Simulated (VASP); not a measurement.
# N in VASP: a series of runs

N is run at these levels: PBE+D3(BJ); tasks: single point.

Everything below comes from runs of VASP 6.6.1. Logs are shortened: lines on timing, memory, paths and dates and some standing lists are left out, and cuts for length are marked.

## 1. The cell of the first run

The cell holds a disordered packing, 24 atoms: a = 7.287 Å, b = 7.553 Å, c = 6.440 Å, α = 92.76°, β = 90.30°, γ = 91.25°.

## 2. Single point, PBE+D3(BJ)

Contents of INCAR:

```
SYSTEM = N
  PREC = Accurate
  ENCUT = 520
  EDIFF = 1E-6
  ISMEAR = -1
  SIGMA = 0.02
  LREAL = Auto
  LASPH = .TRUE.
  NELM = 60
  ALGO = Normal
  ISIF = 2
  LWAVE = .FALSE.
  LCHARG = .FALSE.
  GGA = PE
  IVDW = 12
  NBANDS = 78
```

Contents of KPOINTS:

```
Automatic mesh
0
G
  1 1 1
  0 0 0
```

Contents of POSCAR:

```
N
1.0
    7.2865230000     -0.0811000000     -0.0190700000
   -0.0811000000      7.5504480000     -0.1677670000
   -0.0190700000     -0.1677670000      6.4375080000
N
24
Direct
    0.3992359256      1.0027316983      0.0482544982
    0.5271369681      1.0219800835     -0.0360221634
    0.6013054532      0.7055398798      0.8760739721
    0.7071449233      0.7113680405      0.7569900240
    0.7761389013      0.5389836726      0.1962443608
    0.7649023036      0.4152908943      0.0995352230
    0.1581234240      0.5850608382      0.0378359631
    0.1356566859      0.7202913119     -0.0183567794
    0.1388875051      0.9024053981      0.6461417106
    0.2492473469      0.9958835976      0.6911571295
    0.3591331980      0.2901736928      0.3565401767
    0.5015610201      0.2526867045      0.3535929212
    1.0009484375      0.2019598425      0.2545814753
    1.0798195312      0.1140723673      0.1509481211
    0.8120973185      0.1767911899      0.7146315660
    0.9266649906      0.2523790160      0.7917057923
    0.4293180565      0.7405272242      0.4446321661
    0.4388228332      0.7161252346      0.2734614906
    1.1142398181      0.5659833458      0.5261044928
    0.9808243813      0.4916205259      0.5049286186
    0.8141993078      0.8690151516      0.4197616291
    0.7045746549      0.9608631734      0.4023820041
    0.4592641766      0.3183266380      0.7615466844
    0.3589458825      0.4267655575      0.7895512169
```

Potentials or basis: VASP PAW PBE potentials, release 64 (N).

The run is started by

```bash
$ cat potpaw_PBE.64/N/POTCAR > POTCAR
$ mpirun -np 1 vasp_gam > vasp.out
```

OUTCAR:

```text
SYSTEM = N
   PREC = Accurate
   ENCUT = 520
   EDIFF = 1E-6
   ISMEAR = -1
   LREAL = Auto
   LASPH = .TRUE.
   NELM = 60
   ISIF = 2
   GGA = PE
   IVDW = 12
 IVDW          = 12

 ion  position               nearest neighbor table
   1  0.399  0.003  0.048-   2 1.09
   2  0.527  0.022  0.964-   1 1.09
   3  0.601  0.706  0.876-   4 1.09
   4  0.707  0.711  0.757-   3 1.09
   5  0.776  0.539  0.196-   6 1.10
   6  0.765  0.415  0.100-   5 1.10
[... 16 lines left out ...]
  23  0.459  0.318  0.762-  24 1.12
  24  0.359  0.427  0.790-  23 1.12

  LATTYP: Found a triclinic cell.
 ALAT       =    12.4258106902
 B/A-ratio  =     0.5864405509
 C/A-ratio  =     0.5182536658
 COS(alpha) =     0.0052872619
 COS(beta)  =     0.5506620913
 COS(gamma) =     0.5759270165

  Lattice vectors:

 A1 = (   7.2244930000,   7.6371150000,  -6.6243450000)
 A2 = (   7.2865230000,  -0.0811000000,  -0.0190700000)
 A3 = (   0.0190700000,   0.1677670000,  -6.4375080000)

Analysis of symmetry for initial positions (statically):
=====================================================================
 Subroutine PRICEL returns:
 Original cell was already a primitive cell.

 Routine SETGRP: Setting up the symmetry group for a
 triclinic supercell.

 Subroutine GETGRP returns: Found  1 space group operations
 (whereof  1 operations were pure point group operations)
 out of a pool of  2 trial point group operations.

The static configuration has the point symmetry C_1 .

Analysis of symmetry for dynamics (positions and initial velocities):
=====================================================================
 Subroutine PRICEL returns:
 Original cell was already a primitive cell.

 Routine SETGRP: Setting up the symmetry group for a
 triclinic supercell.

 Subroutine GETGRP returns: Found  1 space group operations
 (whereof  1 operations were pure point group operations)
 out of a pool of  2 trial point group operations.

The dynamic configuration has the point symmetry C_1 .

 Subroutine INISYM returns: Found  1 space group operations
 (whereof  1 operations are pure point group operations),
 and found     1 'primitive' translations

----------------------------------------------------------------------------------------

                                     Primitive cell

  volume of cell :     353.9186

  direct lattice vectors                    reciprocal lattice vectors
     7.286523000 -0.081100000 -0.019070000     0.137257353  0.001484187  0.000445280
    -0.081100000  7.550448000 -0.167767000     0.001484187  0.132535257  0.003458380
    -0.019070000 -0.167767000  6.437508000     0.000445280  0.003458380  0.155431060

  length of vectors
     7.286999266  7.552747048  6.439721941     0.137266099  0.132588678  0.155470168

  position of ions in fractional coordinates (direct lattice)
     0.399235926  0.002731698  0.048254498
     0.527136968  0.021980083  0.963977837
     0.601305453  0.705539880  0.876073972
     0.707144923  0.711368040  0.756990024
     0.776138901  0.538983673  0.196244361
     0.764902304  0.415290894  0.099535223
[... 16 lines left out ...]
     0.459264177  0.318326638  0.761546684
     0.358945883  0.426765557  0.789551217

  ion indices of the primitive-cell ions
   primitive index   ion index
                 1           1
                 2           2
                 3           3
                 4           4
                 5           5
                 6           6
[... 16 lines left out ...]
                23          23
                24          24

----------------------------------------------------------------------------------------

 KPOINTS: Automatic mesh

Automatic generation of k-mesh.
 Grid dimensions read from file:
 generate k-points for:    1    1    1

 Generating k-lattice:

  Cartesian coordinates                     Fractional coordinates (reciprocal lattice)
     0.137257353  0.001484187  0.000445280     1.000000000 -0.000000000  0.000000000
     0.001484187  0.132535257  0.003458380    -0.000000000  1.000000000  0.000000000
     0.000445280  0.003458380  0.155431060     0.000000000  0.000000000  1.000000000

  Length of vectors
     0.137266099  0.132588678  0.155470168

  Shift w.r.t. Gamma in fractional coordinates (k-lattice)
     0.000000000  0.000000000  0.000000000

 Subroutine IBZKPT returns following result:
 ===========================================

 Found      1 irreducible k-points:

 Following reciprocal coordinates:
            Coordinates               Weight
  0.000000  0.000000  0.000000      1.000000
   k-points           NKPTS =      1   k-points in BZ     NKDIM =      1   number of bands    NBANDS=     78
   number of dos      NEDOS =    301   number of ions     NIONS =     24
   total plane-waves  NPLWV = 145152
   dimension x,y,z NGX =    54 NGY =   56 NGZ =   48
   dimension x,y,z NGXF=   108 NGYF=  112 NGZF=   96
   ions per type =              24
   NGX,Y,Z   is equivalent  to a cutoff of  12.32, 12.33, 12.39 a.u.
   NGXF,Y,Z  is equivalent  to a cutoff of  24.64, 24.65, 24.78 a.u.
 SYSTEM =  N
   PREC   = accura    normal or accurate (medium, high low for compatibility)
   ISTART =      0    job   : 0-new  1-cont  2-samecut
   ICHARG =      2    charge: 1-file 2-atom 10-const
   ISPIN  =      1    spin polarized calculation?
   LNONCOLLINEAR =      F non collinear calculations
   LSORBIT =      F    spin-orbit coupling
   LASPH  =      T    aspherical Exc in radial PAW
   ENCUT  =  520.0 eV  38.22 Ry    6.18 a.u.  13.55 14.04 11.97*2*pi/ulx,y,z
   NELM   =     60;   NELMIN=  2; NELMDL= -5     # of ELM steps
   EDIFF  = 0.1E-05   stopping-criterion for ELM
   LREAL  =      T    real-space projection
   EDIFFG = 0.1E-04   stopping-criterion for IOM
   NSW    =      0    number of steps for IOM
   IBRION =     -1    ionic relax: 0-MD 1-quasi-New 2-CG
   NFREE  =      0    steps in history (QN), initial steepest desc. (CG)
   ISIF   =      2    stress and relaxation
   ISYM   =      2    0-nonsym 1-usesym 2-fastsym
   POTIM  = 0.5000    time-step for ionic-motion
   TEBEG  =    0.0;   TEEND  =   0.0 temperature during run
   PSTRESS=    0.0 pullay stress
   NELECT =     120.0000    total number of electrons
   NUPDOWN=      -1.0000    fix difference up-down
   EMIN   =  10.00;   EMAX   =-10.00  energy-range for DOS
   EFERMI =   0.00;   METHOD = LEGACY
   ISMEAR =    -1;   SIGMA  =   0.02  broadening in eV -4-tet -1-fermi 0-gaus
   EFERMI_NEDOS =   21; number of points for ismear=-14 and -15
   IALGO  =     38    algorithm
   IMIX   =      4    mixing-type and parameters
     AMIX     =   0.40;   BMIX     =  1.00
     AMIX_MAG =   1.60;   BMIX_MAG =  1.00
  volume/ion in A,a.u.               =      14.75        99.52
  Fermi-wavevector in a.u.,A,eV,Ry     =   1.141565  2.157246 17.730726  1.303172
  Thomas-Fermi vector in A             =   2.278265
   LORBIT       =      0    0 simple, 1 ext, 2 COOP (PROOUT), +10 PAW based schemes
   GGA     = PE    functional components
   LHFCALC =     F    Hartree Fock is set to
   AEXX    =    0.0000 exact exchange contribution
   IVDW    =    12    specifies the selected vdW correction
   LEPSILON=     F    determine dielectric tensor
   LRPA    =     F    only Hartree local field effects (RPA)
 non-spin polarized calculation
  energy-cutoff  :      520.00
  volume of cell :      353.92
 maximum number of plane-waves:      4759
 NGX is ok and might be reduce to    54
   NGX = 27   NGY = 29   NGZ = 23

 number of electron     120.0000003 magnetization

 Free energy of the ion-electron system (eV)
  ---------------------------------------------------
  ext. energy  EPLUGINS =         0.00000000
  ---------------------------------------------------
  free energy    TOTEN  =      -194.86479836 eV

  energy without entropy =     -194.86479836  energy(sigma->0) =     -194.86479836

 E-fermi :  -3.2241     XC(G=0):  -8.1121

 val. band max:       -3.7815436748   @ k =   0.0000   0.0000   0.0000
 cond. band min:       2.3688307614   @ k =   0.0000   0.0000   0.0000
 fundamental gap:      6.1503744362
 Fermi energy:        -3.2240863861

 k-point     1 :       0.0000    0.0000    0.0000
  band No.  band energies     occupation
      1     -23.3932      2.00000
      2     -23.2583      2.00000
      3     -23.1542      2.00000
      4     -23.1344      2.00000
      5     -23.0810      2.00000
      6     -23.0221      2.00000
[... 64 lines left out ...]
     71       3.5180      0.00000
     72       3.5478      0.00000
 [bands above 72 left out]

------------------------ aborting loop because EDIFF is reached ----------------------------------------

 Edisp (eV)   -2.22105

 E8    (eV) :    -0.5583

  FORCE on cell =-STRESS in cart. coord.  units (eV):
  Direction    XX          YY          ZZ          XY          YZ          ZX
  --------------------------------------------------------------------------------------
  -------------------------------------------------------------------------------------
  Total      29.97572    21.01066    20.11775    -2.65685     3.93297    -1.80133
  in kB     135.69908    95.11456    91.07236   -12.02748    17.80442    -8.15457
  external pressure =      107.30 kB  Pullay stress =        0.00 kB

 VOLUME and BASIS-vectors are now :
 -----------------------------------------------------------------------------
  energy-cutoff  :      520.00
  volume of cell :      353.92
      direct lattice vectors                 reciprocal lattice vectors
     7.286523000 -0.081100000 -0.019070000     0.137257353  0.001484187  0.000445280
    -0.081100000  7.550448000 -0.167767000     0.001484187  0.132535257  0.003458380
    -0.019070000 -0.167767000  6.437508000     0.000445280  0.003458380  0.155431060

 POSITION                                       TOTAL-FORCE (eV/Angst)
 -----------------------------------------------------------------------------------
      2.90790     -0.01985      0.30257        -2.189788     -0.597098      1.800046
      3.82083     -0.03852      6.19188         2.981381      0.691189     -1.270050
      4.30750      5.13140      5.50990        -2.101256     -0.342681      1.929744
      5.08050      5.18680      4.74030         2.469758     -0.048439     -2.035473
      5.60790      3.97370      1.15810        -0.001612      1.724889      0.916817
      5.53790      3.05690      0.55650        -0.489249     -1.577824     -0.961401
[... 16 lines left out ...]
      3.30610      2.23850      4.84030        -0.672365      0.970997      0.560220
      2.56580      3.06070      5.00430         0.964670     -1.034868     -0.333700
 -----------------------------------------------------------------------------------
    total drift:                                0.000940      0.001940      0.000072

  FREE ENERGIE OF THE ION-ELECTRON SYSTEM (eV)
  ---------------------------------------------------
  free  energy   TOTEN  =      -197.0858451798 eV

  energy  without entropy=     -197.0858451798  energy(sigma->0) =     -197.08584518
```

Wall time 72 s (1 thread of Intel Xeon 8259CL, shared host); peak memory 0.31 GiB.

Results:

```yaml
Free_energy: -197.0858 eV
Pressure: 10.7 GPa
Largest_force: 5.845 eV/Å
Dispersion_energy_per_atom: -0.093 eV
```

Forces in eV/Å, atoms in the order of the input:
```
N   -2.190 -0.597  1.800
N    2.981  0.691 -1.270
N   -2.101 -0.343  1.930
N    2.470 -0.048 -2.035
N   -0.002  1.725  0.917
N   -0.489 -1.578 -0.961
N   -0.486  0.606  0.131
N   -0.243 -0.583  0.454
N   -3.090 -2.176 -0.999
N    2.570  2.811  0.324
N   -4.610  1.524 -0.007
N    4.848 -1.057 -0.186
N   -1.640  1.456  1.880
N    1.061 -1.853 -1.953
N   -0.861 -0.572 -0.443
N    1.130  0.495  0.376
N    0.047 -0.271 -0.197
N   -0.053 -0.250  0.344
N   -0.842 -0.623 -0.192
N    0.709  0.651  0.409
N    4.563 -3.641  0.297
N   -4.065  3.697 -0.845
N   -0.672  0.971  0.560
N    0.965 -1.035 -0.334
```

Caveat: the k points lie up to 0.98 Å⁻¹ apart, too coarse for converged energies, forces and pressures; the standard files for N, O and F lose accuracy on very short bonds; the atoms stand as in a frame of molecular dynamics.

## 3. Single point, PBE+D3(BJ)

This run uses another cell than the first one, of 16.08 Å³/atom.

Contents of INCAR:

```
SYSTEM = N
PREC = Accurate ; ENCUT = 520
EDIFF = 1E-7 ; ISMEAR = -1
SIGMA = 0.02 ; LREAL = Auto
LASPH = .True. ; NELM = 60
ALGO = Normal ; ISIF = 2
LWAVE = .False. ; LCHARG = .False.
GGA = PE ; IVDW = 12
NBANDS = 78
```

Contents of KPOINTS:

```
regular mesh
0
Gamma
  1 1 1
  0 0 0
```

Contents of POSCAR:

```
N
1.0
    7.4083070000      0.1296710000      0.2801540000
    0.1296710000      8.0744710000      0.0080700000
    0.2801540000      0.0080700000      6.4657660000
N
24
Direct
    0.4821312305      0.9700273127      0.0897342847
    0.5050534856      1.0506891127     -0.0433161075
    0.6720447032      0.7469240696      0.8350126359
    0.8171582303      0.7755671998      0.8480064119
    0.8195983046      0.5471521680      0.2177886949
    0.7829549760      0.4537472734      0.1120501873
    0.1427323510      0.6532496348      0.1048972753
    0.1564229758      0.7429662770     -0.0177424083
    0.2133446631      1.0678788566      0.7160501721
    0.1810319940      0.9909156322      0.5831306722
    0.3769694892      0.3011771455      0.2939110370
    0.5192199084      0.2604997386      0.3190397291
    1.0369608009      0.1596752951      0.2283414995
    1.1336963203      0.0627791037      0.1591588396
    0.7591477200      0.1894485444      0.6522650031
    0.8228354096      0.2723354312      0.7605412293
    0.3898268183      0.6734412783      0.4298259149
    0.4526484301      0.6306003687      0.2776004864
    1.0843096704      0.5987197185      0.6259574876
    1.0017216685      0.5079032618      0.5521178602
    0.8580306475      0.8436667854      0.3439052528
    0.7264738757      0.8576836294      0.4406212552
    0.4235532681      0.4687492013      0.8891687469
    0.4569945656      0.3867951609      0.7527568594
```

Potentials or basis: VASP PAW PBE potentials, release 64 (N).

The run is started by

```bash
$ cat potpaw_PBE.64/N/POTCAR > POTCAR
$ mpirun -np 1 vasp_gam > vasp.out
```

Run time: 99 s. Hardware: 1 thread of Intel Xeon 8259CL, shared host; peak memory 0.36 GiB.

The run converged. Its results:

| Item | Value |
| --- | --- |
| Free energy | -198.2922 eV |
| Pressure | 6.8 GPa |
| Largest force | 6.589 eV/Å |
| Dispersion energy per atom | -0.084 eV |

Forces on the atoms (eV/Å):
```
N   -0.486 -2.845  3.633
N    0.697  2.751 -3.626
N    0.992 -0.058  0.077
N   -1.198 -0.013  0.005
N    1.633  3.811  3.826
N   -1.793 -4.434 -3.861
N   -0.520 -4.430  4.682
N    0.726  4.595 -4.667
N    0.039  0.331  0.208
N   -0.052 -0.374 -0.189
N    0.982 -0.198  0.361
N   -0.950  0.203 -0.064
N   -0.035 -0.074 -0.228
N   -0.606  0.379  0.075
N    0.292 -0.038  0.095
N    0.159 -0.458 -0.315
N    0.042  0.424  0.824
N    0.368 -0.001 -0.475
N    0.518  0.567  0.418
N   -0.437 -0.887 -0.537
N   -0.902  0.469  0.646
N    0.784  0.283 -0.707
N    0.053 -0.165 -0.107
N   -0.307  0.160 -0.076
```

Stress tensor (GPa, compression positive):
```
 3.92  1.06  0.12
 1.06  7.89 -0.21
 0.12 -0.21  8.63
```

Levels at points of the mesh, in eV from the Fermi level:
| k point | band 58 | band 59 | band 60 | band 61 | band 62 | band 63 |
| --- | --- | --- | --- | --- | --- | --- |
| (0.00, 0.00, 0.00) | -0.69 | -0.58 | -0.51 | 5.96 | 6.08 | 6.17 |

Caveat: the k points lie up to 0.97 Å⁻¹ apart, too coarse for converged energies, forces and pressures; the standard files for N, O and F lose accuracy on very short bonds; the atoms stand as in a frame of molecular dynamics.
